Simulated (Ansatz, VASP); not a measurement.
ZnS in VASP and in Ansatz

```
Zn S
1.0
     0.08114    2.74522    2.74522
     2.74522    0.08114    2.74522
     2.74522    2.74522    0.08114
Zn S
1 1
Direct
  0.00000 0.00000 0.00000
  0.75000 0.75000 0.75000
```

Change from the starting cell: equal xy, yz and zx shear strains of +3 %.

Alike in both runs: task single point; functional PBE; k mesh 8 × 8 × 8; occupations fermi-dirac, width 0.01 eV; no spin polarisation.

|  | VASP | Ansatz |
| --- | --- | --- |
| version | VASP 6.6.1 | Ansatz 0.2.0 |
| potentials or method | VASP PAW PBE potentials, release 64 (Zn, S), cutoff 520 eV | all-electron LAPW, scalar-relativistic |

```tsv
	VASP	Ansatz	Ansatz less VASP
gap on the k mesh at the Fermi level (eV)	2.02	2.02	-0.001
pressure (GPa)	1.8	1.7	-0.16
traceless stress, the component that is largest in VASP (GPa)	-1.94	-1.92	+0.017
rms of the force components (eV/Å)	0.140	0.137	-0.0029
```

Atom by atom the forces differ by 0.003 eV/Å (rms over components). Ansatz ran all-electron here, and VASP with PAW potentials.
